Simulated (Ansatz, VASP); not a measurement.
**Two plane-wave programs on GaN**

File POSCAR:

```
GaN
1.0
    3.2184289250      0.0000000000      0.0000000000
   -1.6092144625      2.7872412093      0.0000000000
    0.0000000000      0.0000000000      5.2430304918
Ga N
2 2
Direct
    0.3333333333      0.6666666667     -0.0008683122
    0.6666666667      0.3333333333      0.4991316878
    0.3333333333      0.6666666667      0.3758683122
    0.6666666667      0.3333333333      0.8758683122
```

The input INCAR.step1:

```
PREC = Accurate ; ENCUT = 520
ISMEAR = 0 ; SIGMA = 0.02
LREAL = False ; LASPH = True
NELM = 60 ; NBANDS = 26
GGA = PE ; ALGO = Normal
EDIFF = 1E-4 ; LWAVE = True
LCHARG = False
```

The input INCAR.step2:

```
PREC = Accurate ; ENCUT = 520
EDIFF = 1E-6 ; ISMEAR = 0
SIGMA = 0.02 ; LREAL = False
LASPH = True ; NELM = 60
ALGO = Normal ; ISIF = 2
LWAVE = False ; LCHARG = True
METAGGA = R2SCAN ; LMIXTAU = True
LELF = True ; LVHAR = True
NBANDS = 26 ; ISTART = 1
```

The input KPOINTS:

```
Automatic mesh
0
Gamma
  12 12 6
```

Input for Ansatz:

```yaml
crystal:
  lattice:
    - [3.218428925, 0.0, 0.0]
    - [-1.6092144625, 2.7872412093, 0.0]
    - [0.0, 0.0, 5.2430304918]
  atoms:
    - { symbol: Ga, position: [0.3333333333, 0.6666666667, -0.0008683122] }
    - { symbol: Ga, position: [0.6666666667, 0.3333333333, 0.4991316878] }
    - { symbol: "N", position: [0.3333333333, 0.6666666667, 0.3758683122] }
    - { symbol: "N", position: [0.6666666667, 0.3333333333, 0.8758683122] }
basis:
  ecutwfc: 500
kpoints:
  mp_grid: { grid: [12, 12, 6] }
  band_path:
    path:
      - [[0.0, 0.0, 0.0], [0.5, 0.0, 0.0], [0.33333333, 0.33333333, 0.0], [0.0, 0.0, 0.0], [0.0, 0.0, 0.5], [0.5, 0.0, 0.5], [0.33333333, 0.33333333, 0.5], [0.0, 0.0, 0.5]]
      - [[0.5, 0.0, 0.5], [0.5, 0.0, 0.0]]
      - [[0.33333333, 0.33333333, 0.5], [0.33333333, 0.33333333, 0.0]]
    npoints: 14
hamiltonian:
  xc: r2scan
scf:
  occupations: { method: gaussian, width: 0.02 }
  n_extra_bands: 10
output:
  forces: true
  stress: true
  eigenvalues: true
  populations: true
  dos: { projected: true, de: 0.02, nscf_kmesh: { grid: [18, 18, 9] } }
  bader: true
  write_density: true
  write_potential: true
  elf: true
  volumetric_format: npy
```

Alike in both runs: task single point; functional r2SCAN; k mesh 12 × 12 × 6; occupations gaussian, width 0.02 eV; no spin polarisation.

|  | VASP | Ansatz |
| --- | --- | --- |
| version | VASP 6.6.1 | Ansatz 0.2.0 |
| potentials or method | VASP PAW PBE potentials, release 64 (Ga_d, N), cutoff 520 eV | scalar-relativistic, plane waves, PAW |
| valence electrons in the cell | 36 | 36 |

Ansatz gave:

* gap on the k mesh at the Fermi level (eV): 2.12
* least direct gap on the mesh (eV): 2.12
* pressure (GPa): -6.1

Q: What did VASP give for the same quantities?

A: gap on the k mesh at the Fermi level (eV): 2.11; least direct gap on the mesh (eV): 2.11; pressure (GPa): -5.1.

VASP's potentials were made for PBE, not for r2SCAN.
